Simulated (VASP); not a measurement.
Sb:

```
Sb
1.0
    -1.56596    1.56596    2.69374
     1.56596   -1.56596    2.69374
     1.56596    1.56596   -2.69374
Sb
1
Direct
  0.00000 0.00000 0.00000
```

Program: VASP 6.6.1. Alike in all runs: task single point; no spin polarisation; cell as given; cutoff (eV) 520; smearing fermi-dirac 0.05 eV. Hardware: 1 thread of Intel(R) Xeon(R) 6975P-C (Granite Rapids) (shared host).

Order these runs on this cell by their wall time, lowest first.
A. level r2SCAN; potentials or basis VASP PAW PBE potentials, release 64 (Sb); k mesh 12 × 12 × 12
B. level LDA; potentials or basis VASP PAW LDA potentials, release 64 (Sb); k mesh 12 × 12 × 12
C. level PBE0; potentials or basis VASP PAW PBE potentials, release 64 (Sb); k mesh 6 × 6 × 6; grid for exact exchange (PRECFOCK) Normal

B (12 s), A (69 s), C (430 s).

Caveats: some runs use coarse meshes.
